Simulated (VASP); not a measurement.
Input of a VASP 6.6.1 run:

POSCAR

```
KBr
1.0
    0.0000000000      3.2431125000      3.2925000000
    3.2431125000      0.0000000000      3.2925000000
    3.2431125000      3.2431125000      0.0000000000
K Br
1 1
Direct
    0.0000000000      0.0000000000      0.0000000000
    0.5000000000      0.5000000000      0.5000000000
```

INCAR.step1

```
SYSTEM = KBr
  PREC = Accurate
  ENCUT = 520
  ISMEAR = 0
  SIGMA = 0.05
  LREAL = .False.
  LASPH = .True.
  NELM = 60
  NBANDS = 15
  GGA = PE
  ALGO = Normal
  EDIFF = 1E-4
  LWAVE = .True.
  LCHARG = .False.
```

Contents of INCAR.step2:

```
SYSTEM = KBr
  PREC = Accurate
  ENCUT = 520
  EDIFF = 1E-7
  ISMEAR = 0
  SIGMA = 0.05
  LREAL = .False.
  LASPH = .True.
  NELM = 60
  ALGO = Normal
  ISIF = 2
  LWAVE = .False.
  LCHARG = .False.
  METAGGA = R2SCAN
  LMIXTAU = .True.
  NBANDS = 15
  ISTART = 1
```

Contents of KPOINTS:

```
Automatic mesh
0
Gamma
  6 6 6
  0 0 0
```

Potentials or basis: VASP PAW PBE potentials, release 64 (K_sv, Br).

The run is started by

```console
$ cat potpaw_PBE.64/K_sv/POTCAR potpaw_PBE.64/Br/POTCAR > POTCAR
$ cp INCAR.step1 INCAR
$ mpirun -np 1 vasp_std > vasp.out
$ cp INCAR.step2 INCAR
$ mpirun -np 1 vasp_std > vasp.out
```

(1) Predict the band gap on the k mesh.

(2) Estimate the pressure.

Results:

(1) 5.18 eV.

(2) 0.7 GPa.

Caveat: the cell differs from its parent crystal (strain -0.015 along x and y, +0.000 along z); the PAW data sets were made with another functional, which shifts forces and pressure a little.
